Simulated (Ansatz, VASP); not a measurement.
# P: VASP beside Ansatz

Contents of INCAR:

```
ALGO     = Normal         # electronic algorithm
EDIFF    = 1E-6           # SCF threshold, eV
ENCUT    = 520            # plane-wave cutoff, eV
GGA      = PS             # functional
ISIF     = 2              # what is computed and relaxed
ISMEAR   = 0              # smearing method
LASPH    = T              # aspherical terms in the spheres
LCHARG   = T              # write CHGCAR
LELF     = T              # ELF
LREAL    = F              # projectors in reciprocal space
LVHAR    = T            
LWAVE    = F              # write WAVECAR
NBANDS   = 18             # bands
NELM     = 60             # most SCF steps
PREC     = Accurate       # precision mode
SIGMA    = 0.05           # smearing width, eV
```

File KPOINTS:

```
k-points
0
Gamma
  10 1 8
```

Contents of POSCAR:

```
P
1.0
    3.1816626636      0.0000000000      0.0000000000
    0.0000000000     33.7841895317      0.0000000000
    0.0000000000      0.0000000000      4.7279813044
P
4
Direct
    0.0000000000      0.9696876236      0.5826201292
    0.0000000000      0.0303123764      0.4173798708
    0.5000000000      0.0303123764      0.0826201292
    0.5000000000      0.9696876236      0.9173798708
```

Input for Ansatz:

```yaml
crystal:
  lattice:
    - [3.1816626636, 0.0, 0.0]
    - [0.0, 33.7841895317, 0.0]
    - [0.0, 0.0, 4.7279813044]
  atoms:
    - { symbol: P, position: [0.0, 0.9696876236, 0.5826201292] }
    - { symbol: P, position: [0.0, 0.0303123764, 0.4173798708] }
    - { symbol: P, position: [0.5, 0.0303123764, 0.0826201292] }
    - { symbol: P, position: [0.5, 0.9696876236, 0.9173798708] }
basis:
  ecutwfc: 420
kpoints:
  mp_grid: { grid: [10, 1, 8] }
hamiltonian:
  xc: pbesol
scf:
  occupations: { method: gaussian, width: 0.05 }
output:
  forces: true
  stress: true
  eigenvalues: true
```

Alike in both runs: task single point; functional PBEsol; k mesh 10 × 1 × 8; occupations gaussian, width 0.05 eV; no spin polarisation.

```csv
,VASP,Ansatz
version,VASP 6.6.1,Ansatz 0.2.0
potentials or method,"VASP PAW PBE potentials, release 64 (P), cutoff 520 eV","scalar-relativistic, plane waves, PAW"
valence electrons in the cell,20,20
```

Ansatz gave:

```
gap on the k mesh at the Fermi level (eV) : 0.85
least direct gap on the mesh (eV)         : 1.29
rms of the force components (eV/Å)        : 0.593
```

Problem. What did VASP give for the same quantities?

Solution. gap on the k mesh at the Fermi level (eV): 0.88; least direct gap on the mesh (eV): 1.32; rms of the force components (eV/Å): 0.592.

VASP's potentials were made for PBE, not for PBEsol. Atom by atom the forces differ by 0.013 eV/Å (rms over components).
